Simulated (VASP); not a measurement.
A run of VASP 6.6.1:

The input POSCAR:

```
AlRu
1.0
    2.9700000000      0.0000000000      0.0000000000
    0.0000000000      2.9700000000      0.0000000000
    0.0000000000      0.0000000000      2.9700000000
Ru Al
1 1
Direct
    0.0000000000      0.0000000000      0.0000000000
    0.5000000000      0.5000000000      0.5000000000
```

INCAR.step1

```
PREC = Accurate
ENCUT = 400
EDIFF = 1E-6
ISMEAR = 0
SIGMA = 0.1
LREAL = False
LASPH = True
NELM = 120
ALGO = Normal
ISIF = 2
LWAVE = False
LCHARG = True
LMAXMIX = 4
GGA = PE
NBANDS = 16
GGA_COMPAT = False
NEDOS = 2001
LORBIT = 11
```

KPOINTS.step1

```
regular mesh
0
Gamma
  14 14 14
```

The input INCAR.step2:

```
PREC = Accurate
ENCUT = 400
EDIFF = 1E-6
ISMEAR = -5
SIGMA = 0.1
LREAL = False
LASPH = True
NELM = 120
ALGO = Normal
ISIF = 2
LWAVE = False
LCHARG = False
LMAXMIX = 4
GGA = PE
LORBIT = 10
NBANDS = 16
NEDOS = 2001
ICHARG = 11
GGA_COMPAT = False
```

The input KPOINTS.step2:

```
regular mesh
0
Gamma
  21 21 21
```

Potentials or basis: VASP PAW PBE potentials, release 64 (Ru_pv, Al).

Command:

```console
$ cat potpaw_PBE.64/Ru_pv/POTCAR potpaw_PBE.64/Al/POTCAR > POTCAR
$ cp INCAR.step1 INCAR
$ cp KPOINTS.step1 KPOINTS
$ mpirun -np 1 vasp_std > vasp.out
$ cp INCAR.step2 INCAR
$ cp KPOINTS.step2 KPOINTS
$ mpirun -np 1 vasp_std > vasp.out
```

Hardware: 1 thread of Intel Xeon 8259CL (shared host).

**Question.** Estimate the wall time of this run.

**Answer.** It took 86 s on 1 thread of Intel Xeon 8259CL, with other jobs on the host, peak memory 0.19 GiB. Counts: k points 286.
